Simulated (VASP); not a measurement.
# PbO2 (Pnnm) in VASP: notebook, part 2 of 2

VASP 6.6.1. The steps go on from the part before.

## 3. Single point, PBE (uniaxial strain along a: +3.0 %, then relaxed in part)

The input, INCAR:

```
ALGO = Normal ; EDIFF = 1E-6
ENCUT = 520 ; GGA = PE
ISIF = 2 ; ISMEAR = 0
LASPH = True ; LCHARG = False
LREAL = False ; LWAVE = False
NBANDS = 35 ; NELM = 60
PREC = Accurate ; SIGMA = 0.1
```

The input, KPOINTS:

```
k-points
0
Gamma
  8 8 10
```

The input, POSCAR:

```
PbO2
1.0
    5.2339096940      0.0000000000      0.0000000000
    0.0000000000      4.9834272259      0.0000000000
    0.0000000000      0.0000000000      3.4227585699
Pb O
2 4
Direct
    0.0000000000      0.0000000000      0.0000000000
    0.5000000000      0.5000000000      0.5000000000
    0.3218626090      0.2932905513      0.0000000000
    0.1781373910      0.7932905513      0.5000000000
    0.6781373910      0.7067094487      0.0000000000
    0.8218626090      0.2067094487      0.5000000000
```

Potentials or basis: VASP PAW PBE potentials, release 64 (Pb_d, O).

Started as:

```bash
> cat potpaw_PBE.64/Pb_d/POTCAR potpaw_PBE.64/O/POTCAR > POTCAR
> mpirun -np 1 vasp_std > vasp.out
```

OUTCAR:

```text
EDIFF = 1E-6
   ENCUT = 520
   GGA = PE
   ISIF = 2
   ISMEAR = 0
   LASPH = True
   LREAL = False
   NELM = 60
   PREC = Accurate

 ion  position               nearest neighbor table
   1  0.000  0.000  0.000-   4 2.20   6 2.20   4 2.20   6 2.20   5 2.23   3 2.23   2 4.00   2 4.00
                             2 4.00   2 4.00   2 4.00   2 4.00   2 4.00   2 4.00
   2  0.500  0.500  0.500-   3 2.20   5 2.20   3 2.20   5 2.20   4 2.23   6 2.23   1 4.00   1 4.00
                             1 4.00   1 4.00   1 4.00   1 4.00   1 4.00   1 4.00
   3  0.322  0.293  0.000-   2 2.20   2 2.20   1 2.23
   4  0.178  0.793  0.500-   1 2.20   1 2.20   2 2.23
   5  0.678  0.707  0.000-   2 2.20   2 2.20   1 2.23
   6  0.822  0.207  0.500-   1 2.20   1 2.20   2 2.23

  LATTYP: Found a simple orthorhombic cell.
 ALAT       =     3.4227585699
 B/A-ratio  =     1.4559680808
 C/A-ratio  =     1.5291495404

  Lattice vectors:

 A1 = (   0.0000000000,   0.0000000000,  -3.4227585699)
 A2 = (   0.0000000000,   4.9834272259,   0.0000000000)
 A3 = (   5.2339096940,   0.0000000000,   0.0000000000)

Analysis of symmetry for initial positions (statically):
=====================================================================
 Subroutine PRICEL returns:
 Original cell was already a primitive cell.

 Routine SETGRP: Setting up the symmetry group for a
 simple orthorhombic supercell.

 Subroutine GETGRP returns: Found  8 space group operations
 (whereof  4 operations were pure point group operations)
 out of a pool of  8 trial point group operations.

The static configuration has the point symmetry C_2h.
 The point group associated with its full space group is D_2h.

Analysis of symmetry for dynamics (positions and initial velocities):
=====================================================================
 Subroutine PRICEL returns:
 Original cell was already a primitive cell.

 Routine SETGRP: Setting up the symmetry group for a
[... 131 lines left out ...]
   EFERMI_NEDOS =   21; number of points for ismear=-14 and -15
   IALGO  =     38    algorithm
   IMIX   =      4    mixing-type and parameters
     AMIX     =   0.40;   BMIX     =  1.00
     AMIX_MAG =   1.60;   BMIX_MAG =  1.00
  volume/ion in A,a.u.               =      14.88       100.41
  Fermi-wavevector in a.u.,A,eV,Ry     =   1.367201  2.583636 25.432540  1.869239
  Thomas-Fermi vector in A             =   2.493275
   LORBIT       =      0    0 simple, 1 ext, 2 COOP (PROOUT), +10 PAW based schemes
   GGA     = PE    functional components
   LHFCALC =     F    Hartree Fock is set to
   AEXX    =    0.0000 exact exchange contribution
   IVDW    =     0    specifies the selected vdW correction
   LEPSILON=     F    determine dielectric tensor
   LRPA    =     F    only Hartree local field effects (RPA)
 non-spin polarized calculation
 Gauss-broadening in eV      SIGMA  =   0.10
  energy-cutoff  :      520.00
  volume of cell :       89.28
 maximum number of plane-waves:      2426
 NGX is ok and might be reduce to    40
   NGX = 19   NGY = 19   NGZ = 13

 number of electron      51.9999988 magnetization

 Free energy of the ion-electron system (eV)
  ---------------------------------------------------
  ext. energy  EPLUGINS =         0.00000000
  ---------------------------------------------------
  free energy    TOTEN  =       -31.85955524 eV

  energy without entropy =      -31.85830087  energy(sigma->0) =      -31.85892806

 E-fermi :   3.7028     XC(G=0): -10.3505

 val. band max:        3.6208080216   @ k =   0.0000   0.1250   0.1000
 cond. band min:       3.7576332399   @ k =   0.0000   0.1250   0.0000
 fundamental gap:      0.1368252183
 Fermi energy:         3.7027959103

 k-point     1 :       0.0000    0.0000    0.0000
  band No.  band energies     occupation
      1     -14.2700      2.00000
      2     -14.2317      2.00000
      3     -12.7151      2.00000
      4     -12.6646      2.00000
      5     -11.8048      2.00000
      6     -11.6685      2.00000
[... 901 lines left out ...]
     34      15.0155      0.00000
     35      15.7941      0.00000

 [... further k-points ...]
[... 5 lines left out ...]
  --------------------------------------------------------------------------------------
  -------------------------------------------------------------------------------------
  Total       -0.7353923      0.0786561      0.1954408      0.0000000      0.0000000      0.0000000
  in kB      -13.1977238      1.4116018      3.5074792      0.0000000      0.0000000      0.0000000
  external PRESSURE =      -2.7595476 kB  Pullay stress =       0.0000000 kB

 VOLUME and BASIS-vectors are now :
 -----------------------------------------------------------------------------
  energy-cutoff  :      520.00
  volume of cell :       89.28
      direct lattice vectors                 reciprocal lattice vectors
     5.233909694  0.000000000  0.000000000     0.191061760  0.000000000  0.000000000
     0.000000000  4.983427226  0.000000000     0.000000000  0.200665116  0.000000000
     0.000000000  0.000000000  3.422758570     0.000000000  0.000000000  0.292162003

 POSITION                                       TOTAL-FORCE (eV/Angst)
 -----------------------------------------------------------------------------------
      0.00000      0.00000      0.00000         0.000000      0.000000      0.000000
      2.61695      2.49171      1.71138         0.000000      0.000000      0.000000
      1.68460      1.46159      0.00000        -0.008691     -0.010708      0.000000
      0.93236      3.95331      1.71138         0.008691     -0.010708      0.000000
      3.54931      3.52184      0.00000         0.008691      0.010708      0.000000
      4.30155      1.03012      1.71138        -0.008691      0.010708      0.000000
 -----------------------------------------------------------------------------------
    total drift:                                0.000000     -0.000000     -0.000000

  FREE ENERGIE OF THE ION-ELECTRON SYSTEM (eV)
  ---------------------------------------------------
  free  energy   TOTEN  =       -31.8595552447 eV

  energy  without entropy=      -31.8583008690  energy(sigma->0) =      -31.85892806
```

Wall time 4.6 min (1 thread of AMD EPYC 9R45 (Zen 5), shared host); peak memory 0.43 GiB.

Results:

```yaml
Free_energy: -31.8596 eV
Pressure: -0.3 GPa
Largest_force: 0.014 eV/Å
Band_gap_on_the_k_mesh: 0.14 eV, indirect (least direct gap 0.26 eV)
```

Forces on the atoms (eV/Å):
```
Pb   0.000  0.000  0.000
Pb   0.000  0.000  0.000
O   -0.009 -0.011  0.000
O    0.009 -0.011  0.000
O    0.009  0.011  0.000
O   -0.009  0.011  0.000
```

Caveat: the cell differs from its parent crystal (uniaxial strain along a: +3.0 %, then relaxed in part); spin-orbit coupling is left out, which moves the levels of the heavy elements.
